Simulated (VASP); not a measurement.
CdSe (rocksalt type), 2 atoms in the cell. It takes space group Fm-3m (No. 225, cubic). Conventional cell: a = 4.971 Å, b = 4.971 Å, c = 4.971 Å, α = 90.00°, β = 90.00°, γ = 90.00°. Cd (site symmetry m-3m) has 6 Se at 2.49 Å within 3.3 Å. Se (site symmetry m-3m) has 6 Cd at 2.49 Å within 3.3 Å. 

* Program: VASP 6.6.1
* Task: single point
* Functional: PBE
* Potentials or basis: VASP PAW PBE potentials, release 64 (Cd, Se)
* Cutoff: 500 eV
* k mesh: 14 × 14 × 14
* Occupations: fermi-dirac, width 0.08 eV
* Spin: no spin polarisation
* Dipole correction: no
* Further INCAR settings: ALGO = Normal; EDIFF = 1e-06; NBANDS = 16

Potentials or basis: VASP PAW PBE potentials, release 64 (Cd, Se).

Launch:

```bash
$ cat potpaw_PBE.64/Cd/POTCAR potpaw_PBE.64/Se/POTCAR > POTCAR
$ mpirun -np 1 vasp_std > vasp.out
```

Hardware: 1 thread of Intel(R) Xeon(R) Platinum 8259CL CPU @ 2.50GHz (Skylake/Cascade Lake), with other jobs on the host.

Task: How long does it take, and how much memory?

Result: Run time: 54 s on 1 thread of Intel(R) Xeon(R) Platinum 8259CL CPU @ 2.50GHz (Skylake/Cascade Lake) (shared host), peak memory 0.19 GiB. Counts: scf iterations 12, k points 104.
